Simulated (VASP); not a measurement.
# NaH16BrO8 in VASP: notebook

NaH16BrO8 is run at these levels: LDA; tasks: single point.

All numbers are computed with VASP 6.6.1; they aren't measurements. Logs are shortened: lines on timing, memory, paths and dates and some standing lists are left out, and cuts for length are marked.

### 1 The cell of the first run

The cell holds an amorphous packing of atoms, 26 atoms: a = 6.785 Å, b = 6.785 Å, c = 6.785 Å, α = 90.00°, β = 90.00°, γ = 90.00°.

### 2 Single point, LDA

INCAR

```
ALGO = Normal
EDIFF = 1E-6
ENCUT = 520
GGA = CA
GGA_COMPAT = False
ISIF = 2
ISMEAR = -1
LASPH = True
LCHARG = False
LREAL = False
LWAVE = False
NBANDS = 58
NELM = 120
PREC = Accurate
SIGMA = 0.02
```

KPOINTS

```
k-points
0
Gamma
  1 1 1
```

POSCAR

```
NaH16BrO8
1.0
    6.7853200000      0.0000000000      0.0000000000
    0.0000000000      6.7853200000      0.0000000000
    0.0000000000      0.0000000000      6.7853200000
O H Na Br
8 16 1 1
Direct
    0.5107349395      0.8687725855      0.6382307688
    0.1076588871      0.4801394776      0.0262478409
    0.8694505197      0.9609274139      0.4573255204
    0.1761597095      0.9509352543      0.1985167980
    0.3263368566      0.2087300230      0.8182075422
    0.4683051057      0.7826749512      0.9999823148
    0.3805715869      0.1693508928      0.4357347922
    0.9607947746      0.0688545271      0.8115166271
    0.6386286866      0.8518094946      0.5810190234
    0.4522262767      0.9751198175      0.5578660992
   -0.0098447826      0.4097080167      0.0868050438
    0.1788272329      0.3707562797     -0.0434909481
    0.9125582876      1.0185370771      0.5913943631
    0.8243826378      1.0783721328      0.3710362960
    0.2893157581      0.8560981649      0.1748038412
    0.0805415220      0.9197060713      0.3016512117
    0.4494408517      0.2207559850      0.9023745380
    0.3503298297      0.2099827274      0.6709042462
    0.5038819098      0.8287155212      0.8726928133
    0.4989300431      0.6443321759      1.0359570367
    0.4994163871      0.2190464120      0.3576986789
    0.2893452335      0.1058019371      0.3301686582
    1.0894990951      0.1393302011      0.8219951307
    0.8690231264      0.1254915022      0.9065305689
    0.0834006355      0.7798895262      0.9167290563
    0.7072031975      0.2922632978      0.1530215229
```

Potentials or basis: VASP PAW LDA potentials, release 64 (O, H, Na_pv, Br).

On the command line:

```sh
$ cat potpaw_LDA.64/O/POTCAR potpaw_LDA.64/H/POTCAR potpaw_LDA.64/Na_pv/POTCAR potpaw_LDA.64/Br/POTCAR > POTCAR
$ mpirun -np 1 vasp_gam > vasp.out
```

OUTCAR:

```text
EDIFF = 1E-6
   ENCUT = 520
   GGA = CA
   ISIF = 2
   ISMEAR = -1
   LASPH = True
   LREAL = False
   NELM = 120
   PREC = Accurate

 ion  position               nearest neighbor table
   1  0.511  0.869  0.638-   9 0.96  10 0.99
   2  0.108  0.480  0.026-  12 1.00  11 1.02  25 2.17
   3  0.869  0.961  0.457-  13 1.03  14 1.04
   4  0.176  0.951  0.199-  16 0.98  15 1.01  25 2.32
   5  0.326  0.209  0.818-  18 1.01  17 1.02
   6  0.468  0.783  1.000-  19 0.95  20 0.99
   7  0.381  0.169  0.436-  21 1.02  22 1.04
   8  0.961  0.069  0.812-  24 0.98  23 1.00  25 2.25
   9  0.639  0.852  0.581-   1 0.96
  10  0.452  0.975  0.558-   1 0.99
  11  0.990  0.410  0.087-   2 1.02
  12  0.179  0.371  0.957-   2 1.00
  13  0.913  0.019  0.591-   3 1.03
  14  0.824  0.078  0.371-   3 1.04
[... 8 lines left out ...]
  23  0.089  0.139  0.822-   8 1.00
  24  0.869  0.125  0.907-   8 0.98
  25  0.083  0.780  0.917-   2 2.17   8 2.25   4 2.32
  26  0.707  0.292  0.153-

  LATTYP: Found a simple cubic cell.
 ALAT       =     6.7853200000

  Lattice vectors:

 A1 = (   6.7853200000,   0.0000000000,   0.0000000000)
 A2 = (   0.0000000000,   6.7853200000,   0.0000000000)
 A3 = (   0.0000000000,   0.0000000000,   6.7853200000)

Analysis of symmetry for initial positions (statically):
=====================================================================
 Subroutine PRICEL returns:
 Original cell was already a primitive cell.

 Routine SETGRP: Setting up the symmetry group for a
 simple cubic supercell.

 Subroutine GETGRP returns: Found  1 space group operations
 (whereof  1 operations were pure point group operations)
 out of a pool of 48 trial point group operations.

The static configuration has the point symmetry C_1 .

Analysis of symmetry for dynamics (positions and initial velocities):
=====================================================================
 Subroutine PRICEL returns:
 Original cell was already a primitive cell.

 Routine SETGRP: Setting up the symmetry group for a
 simple cubic supercell.

 Subroutine GETGRP returns: Found  1 space group operations
 (whereof  1 operations were pure point group operations)
 out of a pool of 48 trial point group operations.

The dynamic configuration has the point symmetry C_1 .

 Subroutine INISYM returns: Found  1 space group operations
 (whereof  1 operations are pure point group operations),
 and found     1 'primitive' translations

[... 117 lines left out ...]
   NELM   =    120;   NELMIN=  2; NELMDL= -5     # of ELM steps
   EDIFF  = 0.1E-05   stopping-criterion for ELM
   LREAL  =      F    real-space projection
[... 7 lines left out ...]
   TEBEG  =    0.0;   TEEND  =   0.0 temperature during run
   PSTRESS=    0.0 pullay stress
   NELECT =      78.0000    total number of electrons
   NUPDOWN=      -1.0000    fix difference up-down
   EMIN   =  10.00;   EMAX   =-10.00  energy-range for DOS
   EFERMI =   0.00;   METHOD = LEGACY
   ISMEAR =    -1;   SIGMA  =   0.02  broadening in eV -4-tet -1-fermi 0-gaus
   EFERMI_NEDOS =   21; number of points for ismear=-14 and -15
   IALGO  =     38    algorithm
   IMIX   =      4    mixing-type and parameters
     AMIX     =   0.40;   BMIX     =  1.00
     AMIX_MAG =   1.60;   BMIX_MAG =  1.00
  volume/ion in A,a.u.               =      12.02        81.08
  Fermi-wavevector in a.u.,A,eV,Ry     =   1.030867  1.948056 14.458735  1.062687
  Thomas-Fermi vector in A             =   2.164987
   LORBIT       =      0    0 simple, 1 ext, 2 COOP (PROOUT), +10 PAW based schemes
   GGA     = CA    functional components
   LHFCALC =     F    Hartree Fock is set to
   AEXX    =    0.0000 exact exchange contribution
   IVDW    =     0    specifies the selected vdW correction
   LEPSILON=     F    determine dielectric tensor
   LRPA    =     F    only Hartree local field effects (RPA)
 non-spin polarized calculation
  energy-cutoff  :      520.00
  volume of cell :      312.40
 maximum number of plane-waves:      4193
 NGX is ok and might be reduce to    50
   NGX = 25   NGY = 25   NGZ = 25

 number of electron      77.9999963 magnetization

 Free energy of the ion-electron system (eV)
  ---------------------------------------------------
  ext. energy  EPLUGINS =         0.00000000
  ---------------------------------------------------
  free energy    TOTEN  =      -131.03206602 eV

  energy without entropy =     -131.03206602  energy(sigma->0) =     -131.03206602

 E-fermi :  -3.0780     XC(G=0):  -7.0740

 val. band max:       -3.5563934516   @ k =   0.0000   0.0000   0.0000
 cond. band min:       0.9735350618   @ k =   0.0000   0.0000   0.0000
 fundamental gap:      4.5299285134
 Fermi energy:        -3.0780369541

 k-point     1 :       0.0000    0.0000    0.0000
  band No.  band energies     occupation
      1     -24.3772      2.00000
      2     -24.3549      2.00000
      3     -24.3297      2.00000
      4     -22.5145      2.00000
      5     -22.1205      2.00000
      6     -21.7345      2.00000
[... 43 lines left out ...]
     50       6.0901      0.00000
     51       6.3327      0.00000
 [bands above 51 left out]

------------------------ aborting loop because EDIFF is reached ----------------------------------------

  FORCE on cell =-STRESS in cart. coord.  units (eV):
  Direction    XX          YY          ZZ          XY          YZ          ZX
  --------------------------------------------------------------------------------------
  -------------------------------------------------------------------------------------
  Total       -1.3915175     -1.4026902      0.2437484     -0.0340885     -0.5606730     -2.4992119
  in kB       -7.1365492     -7.1938493      1.2500900     -0.1748265     -2.8754724    -12.8174804
  external PRESSURE =      -4.3601028 kB  Pullay stress =       0.0000000 kB

 VOLUME and BASIS-vectors are now :
 -----------------------------------------------------------------------------
  energy-cutoff  :      520.00
  volume of cell :      312.40
      direct lattice vectors                 reciprocal lattice vectors
     6.785320000  0.000000000  0.000000000     0.147376984  0.000000000  0.000000000
     0.000000000  6.785320000  0.000000000     0.000000000  0.147376984  0.000000000
     0.000000000  0.000000000  6.785320000     0.000000000  0.000000000  0.147376984

 POSITION                                       TOTAL-FORCE (eV/Angst)
 -----------------------------------------------------------------------------------
      3.46550      5.89490      4.33060        -0.788898     -0.576345      1.016615
      0.73050      3.25790      0.17810        -0.556636     -0.913809      0.099989
      5.89950      6.52020      3.10310         0.176710      1.094905     -0.452262
      1.19530      6.45240      1.34700         0.998285      0.231256     -0.842156
      2.21430      1.41630      5.55180         0.040721      0.322038      0.772876
      3.17760      5.31070      6.78520        -1.260775     -1.339236      3.790119
[... 18 lines left out ...]
      0.56590      5.29180      6.22030         0.282506     -0.001672      0.020465
      4.79860      1.98310      1.03830        -0.085739     -0.034724     -0.389362
 -----------------------------------------------------------------------------------
    total drift:                               -0.001384     -0.000740     -0.001302

  FREE ENERGIE OF THE ION-ELECTRON SYSTEM (eV)
  ---------------------------------------------------
  free  energy   TOTEN  =      -131.0320660177 eV

  energy  without entropy=     -131.0320660177  energy(sigma->0) =     -131.03206602
```

OSZICAR:

```text
N       E                     dE             d eps       ncg     rms          rms(c)
DAV:   1     0.787718743172E+03    0.78772E+03   -0.41541E+04   116   0.129E+03
DAV:   2    -0.418631097261E+02   -0.82958E+03   -0.76741E+03   148   0.330E+02
DAV:   3    -0.141375168711E+03   -0.99512E+02   -0.98535E+02   124   0.131E+02
DAV:   4    -0.144340596898E+03   -0.29654E+01   -0.29533E+01   144   0.254E+01
DAV:   5    -0.144406658076E+03   -0.66061E-01   -0.66004E-01   136   0.373E+00    0.212E+01
DAV:   6    -0.131696424128E+03    0.12710E+02   -0.41685E+01   152   0.311E+01    0.750E+00
DAV:   7    -0.131327479619E+03    0.36894E+00   -0.24121E+00   136   0.633E+00    0.490E+00
DAV:   8    -0.131041218675E+03    0.28626E+00   -0.54583E-01   142   0.356E+00    0.903E-01
DAV:   9    -0.131023000087E+03    0.18219E-01   -0.73379E-02   144   0.135E+00    0.362E-01
DAV:  10    -0.131027970213E+03   -0.49701E-02   -0.15493E-02   134   0.498E-01    0.166E-01
DAV:  11    -0.131029958938E+03   -0.19887E-02   -0.11662E-03   144   0.240E-01    0.787E-02
DAV:  12    -0.131031663493E+03   -0.17046E-02   -0.81026E-04   136   0.124E-01    0.400E-02
DAV:  13    -0.131031951056E+03   -0.28756E-03   -0.12376E-04   144   0.496E-02    0.200E-02
DAV:  14    -0.131032049919E+03   -0.98864E-04   -0.39615E-05   136   0.302E-02    0.820E-03
DAV:  15    -0.131032063451E+03   -0.13531E-04   -0.16027E-05   144   0.187E-02    0.742E-03
DAV:  16    -0.131032065487E+03   -0.20359E-05   -0.41271E-06   128   0.122E-02    0.262E-03
DAV:  17    -0.131032066018E+03   -0.53115E-06   -0.11154E-06   112   0.498E-03
   1 F= -.13103207E+03 E0= -.13103207E+03  d E =-.410738E-10
```

Wall time 16 s (1 thread of Intel Xeon 6975P-C (Granite Rapids), shared host); peak memory 0.26 GiB.

Results:

* Free energy: -131.0321 eV
* Pressure: -0.4 GPa
* Largest force: 4.213 eV/Å
* Band gap on the k mesh: 4.53 eV

Forces on the atoms (eV/Å):
```
O   -0.789 -0.576  1.017
O   -0.557 -0.914  0.100
O    0.177  1.095 -0.452
O    0.998  0.231 -0.842
O    0.041  0.322  0.773
O   -1.261 -1.339  3.790
O    0.041  0.016 -0.504
O    0.440 -0.514 -0.663
H    1.428 -0.079 -0.789
H   -0.200  0.615 -0.345
H    0.577  0.643 -0.221
H    0.264  0.495 -0.096
H   -0.418 -0.108 -0.562
H    0.293 -1.119  0.801
H   -0.302  0.407  0.031
H   -0.796 -0.508  0.920
H   -0.760 -0.231 -0.773
H    0.388  0.193  0.013
H    0.619  0.321 -2.786
H    0.185  0.665 -0.700
H   -0.728 -0.178  0.467
H    0.348  0.139  0.419
H    0.407  0.025  0.201
H   -0.591  0.433  0.572
Na   0.283 -0.002  0.020
Br  -0.086 -0.035 -0.389
```

Caveat: the k points lie up to 0.93 Å⁻¹ apart.

### 3 Single point, LDA

INCAR

```
PREC = Accurate ; ENCUT = 520
EDIFF = 1E-6 ; ISMEAR = -1
SIGMA = 0.02 ; LREAL = F
LASPH = T ; NELM = 120
ALGO = Normal ; ISIF = 2
LWAVE = F ; LCHARG = T
LELF = T ; LVHAR = T
NBANDS = 58 ; GGA_COMPAT = F
```

KPOINTS

```
regular mesh
0
Gamma
  1 1 1
```

POSCAR

```
NaH16BrO8
1.0
    6.7853200000      0.0000000000      0.0000000000
    0.0000000000      6.7853200000      0.0000000000
    0.0000000000      0.0000000000      6.7853200000
O H Na Br
8 16 1 1
Direct
    0.5443811051      0.8535485430      0.6503009438
    0.1128907701      0.4872577859      0.0593487116
    0.8964499832      0.9546638920      0.4685261712
    0.1833517063      0.9625338230      0.2364368961
    0.3089021594      0.1974114706      0.8403877783
    0.4277174842      0.7292655321      0.9877058120
    0.3856708306      0.1705446464      0.4648122712
    0.9571840385      0.0558558771      0.8310440775
    0.6749129002      0.8592225569      0.5893310853
    0.4852681966      0.9828571092      0.5858529885
    0.0027706873      0.4029434131      0.1047260851
    0.1924301286      0.3897826484     -0.0190116310
    0.9313488531      1.0007191997      0.6099343878
    0.8711453550      1.0764120189      0.3942039580
    0.2764055343      0.8517505438      0.2184716417
    0.0787435228      0.9094044201      0.3241114642
    0.4330525311      0.1611125194      0.9113645340
    0.3494897809      0.1843243944      0.7015291836
    0.4990332070      0.7841781965      0.8610500315
    0.4919885871      0.6089322243      1.0224573049
    0.4616731414      0.2417129922      0.3563133353
    0.2985857705      0.0777413593      0.3744554420
    1.0865368177      0.1205396356      0.8399309097
    0.8506010033      0.1321234665      0.9023892757
    0.0809689152      0.7694994488      0.9256158884
    0.7197744543      0.3044661121      0.1364563499
```

Potentials or basis: VASP PAW LDA potentials, release 64 (O, H, Na_pv, Br).

On the command line:

```sh
$ cat potpaw_LDA.64/O/POTCAR potpaw_LDA.64/H/POTCAR potpaw_LDA.64/Na_pv/POTCAR potpaw_LDA.64/Br/POTCAR > POTCAR
$ mpirun -np 1 vasp_gam > vasp.out
```

Run time: 19 s. Hardware: 1 thread of Intel Xeon 6975P-C (Granite Rapids), shared host; peak memory 0.26 GiB.

The run converged. Its results:

| Item | Value |
| --- | --- |
| Free energy | -130.9334 eV |
| Pressure | -0.2 GPa |
| Largest force | 1.981 eV/Å |
| Band gap on the k mesh | 4.16 eV |

Forces in eV/Å, atoms in the order of the input:
```
O   -0.972  1.628 -0.424
O    0.532 -0.820 -0.433
O    0.086 -0.189  0.712
O    0.768 -0.732 -0.539
O    0.623 -0.275  1.051
O   -0.176  1.688 -1.022
O    0.265 -0.238 -1.011
O   -1.257 -0.674 -0.499
H    0.736 -0.176 -0.370
H    0.453 -1.208  0.412
H   -0.282  0.253  0.216
H    0.119  0.540  0.105
H   -0.241  0.061 -0.266
H   -0.449  0.259 -0.272
H    0.388 -0.022 -0.620
H   -0.803  0.204  0.665
H   -0.647  0.221  0.248
H   -0.094  0.636 -1.245
H   -0.600 -0.374  0.669
H    0.562 -1.165  0.379
H   -0.004 -0.311  1.107
H   -0.004  0.512  0.328
H    0.948  0.677  0.440
H    0.515 -0.091  0.036
Na   0.370  0.054  0.217
Br  -0.834 -0.458  0.114
```

Stress tensor (GPa, compression positive):
```
 0.98  1.05 -0.50
 1.05 -0.47  0.23
-0.50  0.23 -0.97
```

Levels at points of the mesh, in eV from the valence-band top:
```tsv
k point	band 36	band 37	band 38	band 39	band 40	band 41	band 42	band 43
(0.00, 0.00, 0.00)	-0.50	-0.30	-0.24	0.00	4.16	7.05	7.13	7.30
```

Caveat: the k points lie up to 0.93 Å⁻¹ apart.

### 4 Single point, LDA

INCAR

```
PREC = Accurate
ENCUT = 520
EDIFF = 1E-6
ISMEAR = -1
SIGMA = 0.02
LREAL = F
LASPH = T
NELM = 120
ALGO = Normal
ISIF = 2
LWAVE = F
LCHARG = T
GGA = CA
LELF = T
LVHAR = T
NBANDS = 58
GGA_COMPAT = F
```

KPOINTS is that of step 3.

POSCAR

```
NaH16BrO8
1.0
    6.7853200000      0.0000000000      0.0000000000
    0.0000000000      6.7853200000      0.0000000000
    0.0000000000      0.0000000000      6.7853200000
O H Na Br
8 16 1 1
Direct
    0.5468423007      0.8477566275      0.6319230338
    0.1361763336      0.4551443410      0.0435351612
    0.9019766201      0.9537206793      0.4545990462
    0.2076541711      0.9530574829      0.2188106088
    0.3602188253      0.2000053056      0.8622290474
    0.4690419907      0.7508857357      1.0082649013
    0.4114618028      0.1762186603      0.4818343129
    1.0164295862      0.0451268326      0.8270943743
    0.6655249863      0.8146704945      0.5503940861
    0.5074336951      0.9751050798      0.5816232691
    0.0172873203      0.3987284314      0.0809099645
    0.2082142036      0.3519951896     -0.0357536564
    0.9318204595      1.0033719854      0.5938260834
    0.8287449966      1.0630744018      0.3859508468
    0.3052619479      0.8465776117      0.2126797262
    0.1096190010      0.9351069662      0.3249367753
    0.4738022672      0.2004179611      0.9504636480
    0.3866140433      0.1905289655      0.7140857027
    0.5191501654      0.7658150242      0.8776152046
    0.5108970542      0.6200297112      1.0511663415
    0.5127540042      0.2455005807      0.4058025266
    0.3283853967      0.1083220836      0.3823695861
    1.1430116782      0.1027364958      0.8723391085
    0.9071495523      0.1048292490      0.9047178320
    0.1241798471      0.7525953087      0.9433600773
    0.6883536812      0.3007079990      0.1422040523
```

On the command line:

```sh
$ cat potpaw_LDA.64/O/POTCAR potpaw_LDA.64/H/POTCAR potpaw_LDA.64/Na_pv/POTCAR potpaw_LDA.64/Br/POTCAR > POTCAR
$ mpirun -np 1 vasp_gam > vasp.out
```

It took 17 s on 1 thread of Intel Xeon 6975P-C (Granite Rapids), shared host; peak memory 0.27 GiB.

Results (log left out):

* Free energy: -131.0221 eV
* Pressure: 1.2 GPa
* Largest force: 3.216 eV/Å
* Band gap on the k mesh: 4.45 eV

Forces on the atoms (eV/Å):
```
O    1.129 -1.847  0.306
O    2.380  0.968 -1.041
O   -0.242  0.705  0.375
O    0.445  0.518 -0.187
O   -1.626 -0.197 -1.118
O   -0.839 -0.483  1.826
O   -0.219 -0.081  0.971
O   -1.478 -0.388 -0.220
H   -0.436  0.283  0.453
H   -0.482  1.215 -0.507
H   -2.788 -1.223  1.037
H    0.409  0.314  0.088
H    0.127 -0.142 -0.455
H    0.370 -0.457  0.122
H    0.359 -0.018 -0.060
H   -0.859 -0.314  0.485
H    0.848 -0.091  0.323
H    0.172  0.369  0.458
H    0.662  0.717 -2.126
H    0.154 -0.412  0.198
H    0.398  0.391 -0.503
H   -0.367 -0.297 -0.611
H    0.861  0.396  0.013
H    0.270 -0.079 -0.022
Na   0.173  0.235 -0.021
Br   0.580 -0.082  0.215
```

Stress tensor (GPa, compression positive):
```
 1.99  1.16 -0.45
 1.16  1.26 -0.87
-0.45 -0.87  0.23
```

Levels at points of the mesh, in eV from the valence-band top:
```
           k point  band 36  band 37  band 38  band 39  band 40  band 41  band 42  band 43
(0.00, 0.00, 0.00)    -0.31    -0.09    -0.06     0.00     4.45     7.30     7.70     7.83
```

Caveat: the k points lie up to 0.93 Å⁻¹ apart.
